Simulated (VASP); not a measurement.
# TeRu3 (Pm-3m) in VASP: a series of runs

Runs on TeRu3. Level: PBE. Tasks: single point, relaxation of cell and atoms.

Program: VASP 6.6.1. These are calculated values, not measurements. Logs are shortened: lines on timing, memory, paths and dates and some standing lists are left out, and cuts for length are marked.

## (1) The cell of the first run

The structure is cubic, space group Pm-3m (No. 221). The conventional cell has a = 3.957 Å, b = 3.957 Å, c = 3.957 Å, α = 90.00°, β = 90.00°, γ = 90.00°. Te (site symmetry m-3m) has 12 Ru at 2.80 Å within 3.7 Å. Within 3.7 Å of Ru (site symmetry 4/mmm) lie 4 Te at 2.80 Å and 8 Ru at 2.80 Å.

## (2) Single point, PBE

The input, INCAR:

```
SYSTEM = TeRu3
PREC = Accurate
ENCUT = 520
EDIFF = 1E-6
ISMEAR = 0
SIGMA = 0.1
LREAL = .False.
LASPH = .True.
NELM = 60
ALGO = Normal
ISIF = 2
LWAVE = .False.
LCHARG = .False.
GGA = PE
NBANDS = 32
```

The input, KPOINTS:

```
Automatic mesh
0
Gamma
  4 4 4
  0 0 0
```

The input, POSCAR:

```
TeRu3
1.0
    3.9567774139      0.0000000000      0.0000000000
    0.0000000000      3.9567774139      0.0000000000
    0.0000000000      0.0000000000      3.9567774139
Te Ru
1 3
Direct
    0.0000000000      0.0000000000      0.0000000000
    0.0000000000      0.5000000000      0.5000000000
    0.5000000000      0.0000000000      0.5000000000
    0.5000000000      0.5000000000      0.0000000000
```

Potentials or basis: VASP PAW PBE potentials, release 64 (Te, Ru_pv).

Command:

```sh
$ cat potpaw_PBE.64/Te/POTCAR potpaw_PBE.64/Ru_pv/POTCAR > POTCAR
$ mpirun -np 1 vasp_std > vasp.out
```

OUTCAR:

```text
SYSTEM = TeRu3
   PREC = Accurate
   ENCUT = 520
   EDIFF = 1E-6
   ISMEAR = 0
   LREAL = .False.
   LASPH = .True.
   NELM = 60
   ISIF = 2
   GGA = PE

 ion  position               nearest neighbor table
   1  0.000  0.000  0.000-   2 2.80   3 2.80   4 2.80   2 2.80   3 2.80   2 2.80   4 2.80   2 2.80
                             3 2.80   4 2.80   3 2.80   4 2.80
   2  0.000  0.500  0.500-   1 2.80   3 2.80   4 2.80   1 2.80   4 2.80   1 2.80   3 2.80   1 2.80
                             3 2.80   4 2.80   4 2.80   3 2.80
   3  0.500  0.000  0.500-   1 2.80   2 2.80   4 2.80   1 2.80   4 2.80   2 2.80   4 2.80   4 2.80
                             1 2.80   2 2.80   1 2.80   2 2.80
   4  0.500  0.500  0.000-   1 2.80   2 2.80   3 2.80   2 2.80   3 2.80   1 2.80   3 2.80   3 2.80
                             1 2.80   2 2.80   2 2.80   1 2.80

  LATTYP: Found a simple cubic cell.
 ALAT       =     3.9567774139

  Lattice vectors:

 A1 = (   3.9567774139,   0.0000000000,   0.0000000000)
 A2 = (   0.0000000000,   3.9567774139,   0.0000000000)
 A3 = (   0.0000000000,   0.0000000000,   3.9567774139)

Analysis of symmetry for initial positions (statically):
=====================================================================
 Subroutine PRICEL returns:
 Original cell was already a primitive cell.

 Routine SETGRP: Setting up the symmetry group for a
 simple cubic supercell.

 Subroutine GETGRP returns: Found 48 space group operations
 (whereof 48 operations were pure point group operations)
 out of a pool of 48 trial point group operations.

The static configuration has the point symmetry O_h .

Analysis of symmetry for dynamics (positions and initial velocities):
=====================================================================
 Subroutine PRICEL returns:
 Original cell was already a primitive cell.

 Routine SETGRP: Setting up the symmetry group for a
 simple cubic supercell.

 Subroutine GETGRP returns: Found 48 space group operations
 (whereof 48 operations were pure point group operations)
 out of a pool of 48 trial point group operations.

The dynamic configuration has the point symmetry O_h .

 Subroutine INISYM returns: Found 48 space group operations
 (whereof 48 operations are pure point group operations),
 and found     1 'primitive' translations

----------------------------------------------------------------------------------------

                                     Primitive cell

  volume of cell :      61.9477

  direct lattice vectors                    reciprocal lattice vectors
     3.956777414  0.000000000  0.000000000     0.252730921  0.000000000  0.000000000
     0.000000000  3.956777414  0.000000000     0.000000000  0.252730921  0.000000000
     0.000000000  0.000000000  3.956777414     0.000000000  0.000000000  0.252730921

  length of vectors
     3.956777414  3.956777414  3.956777414     0.252730921  0.252730921  0.252730921

  position of ions in fractional coordinates (direct lattice)
     0.000000000  0.000000000  0.000000000
     0.000000000  0.500000000  0.500000000
     0.500000000  0.000000000  0.500000000
     0.500000000  0.500000000  0.000000000

  ion indices of the primitive-cell ions
   primitive index   ion index
                 1           1
                 2           2
                 3           3
                 4           4

----------------------------------------------------------------------------------------

 KPOINTS: Automatic mesh

Automatic generation of k-mesh.
 Grid dimensions read from file:
 generate k-points for:    4    4    4

 Generating k-lattice:

  Cartesian coordinates                     Fractional coordinates (reciprocal lattice)
     0.063182730  0.000000000  0.000000000     0.250000000  0.000000000  0.000000000
     0.000000000  0.063182730  0.000000000     0.000000000  0.250000000  0.000000000
     0.000000000  0.000000000  0.063182730     0.000000000  0.000000000  0.250000000

  Length of vectors
     0.063182730  0.063182730  0.063182730

  Shift w.r.t. Gamma in fractional coordinates (k-lattice)
     0.000000000  0.000000000  0.000000000

 Subroutine IBZKPT returns following result:
 ===========================================

 Found     10 irreducible k-points:

 Following reciprocal coordinates:
            Coordinates               Weight
  0.000000  0.000000  0.000000      1.000000
  0.250000  0.000000  0.000000      6.000000
  0.500000  0.000000  0.000000      3.000000
  0.250000  0.250000  0.000000     12.000000
  0.500000  0.250000  0.000000     12.000000
  0.500000  0.500000  0.000000      3.000000
  0.250000  0.250000  0.250000      8.000000
  0.500000  0.250000  0.250000     12.000000
  0.500000  0.500000  0.250000      6.000000
  0.500000  0.500000  0.500000      1.000000
   k-points           NKPTS =     10   k-points in BZ     NKDIM =     10   number of bands    NBANDS=     32
   number of dos      NEDOS =    301   number of ions     NIONS =      4
   total plane-waves  NPLWV =  27000
   dimension x,y,z NGX =    30 NGY =   30 NGZ =   30
   dimension x,y,z NGXF=    60 NGYF=   60 NGZF=   60
   ions per type =               1   3
   NGX,Y,Z   is equivalent  to a cutoff of  12.60, 12.60, 12.60 a.u.
   NGXF,Y,Z  is equivalent  to a cutoff of  25.21, 25.21, 25.21 a.u.
 SYSTEM =  TeRu3
   PREC   = accura    normal or accurate (medium, high low for compatibility)
   ISTART =      0    job   : 0-new  1-cont  2-samecut
   ICHARG =      2    charge: 1-file 2-atom 10-const
   ISPIN  =      1    spin polarized calculation?
   LNONCOLLINEAR =      F non collinear calculations
   LSORBIT =      F    spin-orbit coupling
   LASPH  =      T    aspherical Exc in radial PAW
   ENCUT  =  520.0 eV  38.22 Ry    6.18 a.u.   7.36  7.36  7.36*2*pi/ulx,y,z
   NELM   =     60;   NELMIN=  2; NELMDL= -5     # of ELM steps
   EDIFF  = 0.1E-05   stopping-criterion for ELM
   LREAL  =      F    real-space projection
   EDIFFG = 0.1E-04   stopping-criterion for IOM
   NSW    =      0    number of steps for IOM
   IBRION =     -1    ionic relax: 0-MD 1-quasi-New 2-CG
   NFREE  =      0    steps in history (QN), initial steepest desc. (CG)
   ISIF   =      2    stress and relaxation
   ISYM   =      2    0-nonsym 1-usesym 2-fastsym
   POTIM  = 0.5000    time-step for ionic-motion
   TEBEG  =    0.0;   TEEND  =   0.0 temperature during run
   PSTRESS=    0.0 pullay stress
   NELECT =      48.0000    total number of electrons
   NUPDOWN=      -1.0000    fix difference up-down
   EMIN   =  10.00;   EMAX   =-10.00  energy-range for DOS
   EFERMI =   0.00;   METHOD = LEGACY
   ISMEAR =     0;   SIGMA  =   0.10  broadening in eV -4-tet -1-fermi 0-gaus
   EFERMI_NEDOS =   21; number of points for ismear=-14 and -15
   IALGO  =     38    algorithm
   IMIX   =      4    mixing-type and parameters
     AMIX     =   0.40;   BMIX     =  1.00
     AMIX_MAG =   1.60;   BMIX_MAG =  1.00
  volume/ion in A,a.u.               =      15.49       104.51
  Fermi-wavevector in a.u.,A,eV,Ry     =   1.503651  2.841488 30.762302  2.260965
  Thomas-Fermi vector in A             =   2.614733
   LORBIT       =      0    0 simple, 1 ext, 2 COOP (PROOUT), +10 PAW based schemes
   GGA     = PE    functional components
   LHFCALC =     F    Hartree Fock is set to
   AEXX    =    0.0000 exact exchange contribution
   IVDW    =     0    specifies the selected vdW correction
   LEPSILON=     F    determine dielectric tensor
   LRPA    =     F    only Hartree local field effects (RPA)
 non-spin polarized calculation
 Gauss-broadening in eV      SIGMA  =   0.10
  energy-cutoff  :      520.00
  volume of cell :       61.95
 maximum number of plane-waves:      1743
 NGX is ok and might be reduce to    30
   NGX = 15   NGY = 15   NGZ = 15

 number of electron      47.9999967 magnetization

 Free energy of the ion-electron system (eV)
  ---------------------------------------------------
  ext. energy  EPLUGINS =         0.00000000
  ---------------------------------------------------
  free energy    TOTEN  =       -29.14901032 eV

  energy without entropy =      -29.12009546  energy(sigma->0) =      -29.13455289

 E-fermi :  12.4531     XC(G=0): -13.2074

 val. band max:       12.4271937469   @ k =   0.5000   0.5000   0.0000
 cond. band min:      12.4948626200   @ k =   0.2500   0.0000   0.0000
 fundamental gap:      0.0676688730
 Fermi energy:        12.4531137974

 k-point     1 :       0.0000    0.0000    0.0000
  band No.  band energies     occupation
      1     -30.0677      2.00000
      2     -30.0677      2.00000
      3     -30.0677      2.00000
      4     -29.7652      2.00000
      5     -29.7652      2.00000
      6     -29.7652      2.00000
[... 24 lines left out ...]
     31      20.3006      0.00000
     32      20.3006      0.00000

 k-point     2 :       0.2500    0.0000    0.0000
  band No.  band energies     occupation
      1     -30.0290      2.00000
      2     -30.0290      2.00000
      3     -30.0042      2.00000
      4     -29.7790      2.00000
      5     -29.7790      2.00000
      6     -29.7687      2.00000
[... 24 lines left out ...]
     31      20.1603      0.00000
     32      20.1603      0.00000

 k-point     3 :       0.5000    0.0000    0.0000
  band No.  band energies     occupation
      1     -29.9769      2.00000
      2     -29.9769      2.00000
      3     -29.8599      2.00000
      4     -29.8224      2.00000
      5     -29.8074      2.00000
      6     -29.8074      2.00000
[... 24 lines left out ...]
     31      18.5560      0.00000
     32      19.8669      0.00000

 k-point     4 :       0.2500    0.2500    0.0000
  band No.  band energies     occupation
      1     -30.0508      2.00000
      2     -29.9880      2.00000
      3     -29.9170      2.00000
      4     -29.8634      2.00000
      5     -29.7851      2.00000
      6     -29.7321      2.00000
[... 164 lines left out ...]
     31      19.4933      0.00000
     32      20.3946      0.00000

 k-point     9 :       0.5000    0.5000    0.2500
  band No.  band energies     occupation
      1     -30.1461      2.00000
      2     -30.0251      2.00000
      3     -29.9609      2.00000
      4     -29.9609      2.00000
      5     -29.6921      2.00000
      6     -29.6614      2.00000
[... 24 lines left out ...]
     31      19.1023      0.00000
     32      20.7051      0.00000

 k-point    10 :       0.5000    0.5000    0.5000
  band No.  band energies     occupation
      1     -30.2220      2.00000
      2     -30.0240      2.00000
      3     -30.0240      2.00000
      4     -30.0240      2.00000
      5     -29.6147      2.00000
      6     -29.6147      2.00000
[... 24 lines left out ...]
     31      18.8311      0.00000
     32      18.8311      0.00000

------------------------ aborting loop because EDIFF is reached ----------------------------------------

  FORCE on cell =-STRESS in cart. coord.  units (eV):
  Direction    XX          YY          ZZ          XY          YZ          ZX
  --------------------------------------------------------------------------------------
  -------------------------------------------------------------------------------------
  Total       -0.1076615     -0.1076615     -0.1076615      0.0000000     -0.0000000      0.0000000
  in kB       -2.7844929     -2.7844929     -2.7844929      0.0000000     -0.0000000      0.0000000
  external PRESSURE =      -2.7844929 kB  Pullay stress =       0.0000000 kB

 VOLUME and BASIS-vectors are now :
 -----------------------------------------------------------------------------
  energy-cutoff  :      520.00
  volume of cell :       61.95
      direct lattice vectors                 reciprocal lattice vectors
     3.956777414  0.000000000  0.000000000     0.252730921  0.000000000  0.000000000
     0.000000000  3.956777414  0.000000000     0.000000000  0.252730921  0.000000000
     0.000000000  0.000000000  3.956777414     0.000000000  0.000000000  0.252730921

 POSITION                                       TOTAL-FORCE (eV/Angst)
 -----------------------------------------------------------------------------------
      0.00000      0.00000      0.00000         0.000000      0.000000      0.000000
      0.00000      1.97839      1.97839         0.000000      0.000000      0.000000
      1.97839      0.00000      1.97839         0.000000      0.000000      0.000000
      1.97839      1.97839      0.00000         0.000000      0.000000      0.000000
 -----------------------------------------------------------------------------------
    total drift:                                0.000000      0.000000     -0.000000

  FREE ENERGIE OF THE ION-ELECTRON SYSTEM (eV)
  ---------------------------------------------------
  free  energy   TOTEN  =       -29.1490103167 eV

  energy  without entropy=      -29.1200954580  energy(sigma->0) =      -29.13455289
```

Wall time 17 s (1 thread of Intel Xeon Platinum 8375C at 2.90GHz (Ice Lake), shared host); peak memory 0.17 GiB.

What came out:

| Property | Result |
| --- | --- |
| Free energy | -29.1490 eV |
| Pressure | -0.3 GPa |
| Band gap on the k mesh | zero (band 24 reaches 13.07 eV, above the bottom of band 25 at 12.20 eV) |

Levels at points of the mesh, in eV from the Fermi level:
| k point | band 21 | band 22 | band 23 | band 24 | band 25 | band 26 | band 27 | band 28 |
| --- | --- | --- | --- | --- | --- | --- | --- | --- |
| (0.00, 0.00, 0.00) | -0.98 | -0.98 | 0.62 | 0.62 | 1.55 | 1.61 | 2.08 | 2.08 |
| (0.50, 0.00, 0.00) | -0.82 | -0.81 | -0.81 | -0.45 | 0.77 | 1.88 | 2.09 | 2.73 |
| (0.50, 0.50, 0.00) | -1.00 | -1.00 | -0.90 | -0.52 | -0.25 | -0.03 | 2.29 | 2.29 |
| (0.50, 0.50, 0.50) | -1.00 | -1.00 | -0.38 | -0.38 | 0.13 | 0.86 | 1.63 | 1.63 |

Caveat: the k points lie up to 0.40 Å⁻¹ apart; spin-orbit coupling is left out, which moves the levels of the heavy elements.

## (3) Relaxation of cell and atoms, PBE

This run uses another cell than the first one, of 17.54 Å³/atom, 1.133 times its volume.

The input, INCAR:

```
SYSTEM = TeRu3
PREC     = Accurate       ! precision mode
ENCUT    = 600            ! plane-wave cutoff, eV
EDIFF    = 1E-6           ! SCF threshold, eV
ISMEAR   = 0              ! smearing method
SIGMA    = 0.1            ! smearing width, eV
LREAL    = .FALSE.        ! projectors in reciprocal space
LASPH    = .TRUE.         ! aspherical terms in the spheres
NELM     = 60             ! most SCF steps
ALGO     = Normal         ! electronic algorithm
ISIF     = 3              ! what is computed and relaxed
LWAVE    = .FALSE.        ! write WAVECAR
LCHARG   = .FALSE.        ! write CHGCAR
GGA      = PE             ! functional
IBRION   = 2              ! ionic algorithm
NSW      = 90             ! ionic steps
EDIFFG   = -0.04          ! ionic threshold
```

The input, KPOINTS:

```
regular mesh
0
G
  4 4 4
  0 0 0
```

The input, POSCAR:

```
TeRu3
1.0
    4.1246452339      0.0000000000      0.0000000000
    0.0000000000      4.1246452339      0.0000000000
    0.0000000000      0.0000000000      4.1246452339
Te Ru
1 3
Direct
    0.0000000000      0.0000000000      0.0000000000
    0.0000000000      0.5000000000      0.5000000000
    0.5000000000      0.0000000000      0.5000000000
    0.5000000000      0.5000000000      0.0000000000
```

Potentials or basis: VASP PAW PBE potentials, release 64 (Te, Ru_pv).

Command:

```sh
$ cat potpaw_PBE.64/Te/POTCAR potpaw_PBE.64/Ru_pv/POTCAR > POTCAR
$ mpirun -np 1 vasp_std > vasp.out
```

Run time: 87 s. Hardware: 1 thread of Intel Xeon Platinum 8375C at 2.90GHz (Ice Lake), shared host; peak memory 0.22 GiB.

The run converged. Its results:

- Free energy: -29.1542 eV
- Relaxed volume: 15.47 Å³/atom
- Relaxed cell: a = 3.955 Å, b = 3.955 Å, c = 3.955 Å, α = 90.00°, β = 90.00°, γ = 90.00°
- Space group after relaxing (to 0.05 Å): Pm-3m (No. 221)
- Energy gained by relaxing: 148.6 meV/atom
- Ionic steps: 5
- Pressure after relaxing: 0.0 GPa
- Band gap on the k mesh: zero (band 24 reaches 13.09 eV, above the bottom of band 25 at 12.22 eV)

Step by step:
| step | energy change (eV) | largest force (eV/Å) | pressure (GPa) | volume (Å³) |
| --- | --- | --- | --- | --- |
| 1 | 0.0000 | 0.0000 | -20.18 | 70.17 |
| 2 | 1.8370 | 0.0000 | 81.16 | 50.04 |
| 3 | -0.5915 | 0.0000 | -1.84 | 62.40 |
| 4 | -0.5942 | 0.0000 | -0.57 | 62.03 |
| 5 | -0.5945 | 0.0000 | 0.01 | 61.87 |

Final structure:
```yaml
crystal:
  lattice:
    - [3.95520, 0.00000, 0.00000]
    - [0.00000, 3.95520, 0.00000]
    - [0.00000, 0.00000, 3.95520]
  atoms:
    - { symbol: Te, position: [0.00000, 0.00000, 0.00000] }
    - { symbol: Ru, position: [0.00000, 0.50000, 0.50000] }
    - { symbol: Ru, position: [0.50000, 0.00000, 0.50000] }
    - { symbol: Ru, position: [0.50000, 0.50000, 0.00000] }
```

Levels at points of the mesh, in eV from the Fermi level:
```
           k point  band 22  band 23  band 24  band 25  band 26  band 27
(0.00, 0.00, 0.00)    -0.98     0.62     0.62     1.55     2.09     2.09
(0.50, 0.00, 0.00)    -0.81    -0.81    -0.45     0.77     1.89     2.09
(0.50, 0.50, 0.00)    -1.00    -0.91    -0.52    -0.25    -0.03     2.30
(0.50, 0.50, 0.50)    -1.00    -0.39    -0.39     0.14     0.86     1.63
```

Caveat: the k points lie up to 0.40 Å⁻¹ apart in the final cell; spin-orbit coupling is left out, which moves the levels of the heavy elements.
